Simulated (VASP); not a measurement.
## Pd: single point with RPBE

Crystal: Pd.

```
Pd
1.0
    -1.58450    1.58450    1.58450
     1.58450   -1.58450    1.58450
     1.58450    1.58450   -1.58450
Pd
1
Cartesian
  0.0000 0.0000 0.0000
```

This isn't the form of Pd at room conditions, which is fcc.

| Property | Result |
| --- | --- |
| Program | VASP 6.6.1 |
| Task | single point |
| Functional | RPBE |
| Potentials or basis | VASP PAW PBE potentials, release 64 (Pd) |
| Cutoff | 520 eV |
| k mesh | 23 × 23 × 23 |
| Occupations | fermi-dirac, width 0.05 eV |
| Spin | collinear spin |
| Starting moments | [0.5] μB |
| Dipole correction | no |
| Further INCAR settings | ALGO = Normal; EDIFF = 1e-06; NBANDS = 15 |

```
Pressure                                              : -0.4 GPa
Band gap on the k mesh                                : zero (filled and empty bands overlap)
Net moment                                            : 0.00 μB per cell
Valence electrons inside the program's atomic spheres : Pd 9.31
```

Levels at points of the mesh, in eV from the Fermi level:
Spin up:
| k point | band 1 | band 2 | band 3 | band 4 | band 5 | band 6 | band 7 | band 8 | band 9 | band 10 |
| --- | --- | --- | --- | --- | --- | --- | --- | --- | --- | --- |
| (0.00, 0.00, 0.00) | -6.51 | -2.61 | -2.61 | -2.61 | -0.85 | -0.85 | 19.22 | 19.22 | 19.22 | 26.81 |
Spin down:
```csv
k point,band 3,band 4,band 5,band 6,band 7,band 8
"(0.00, 0.00, 0.00)",-2.61,-2.61,-0.85,-0.85,19.22,19.22
```

Wall time 5.2 min on 1 thread of Intel Xeon 8259CL (shared host), peak memory 0.2 GiB.

Caveat: the PAW data sets were made with another functional, which shifts forces and pressure a little.
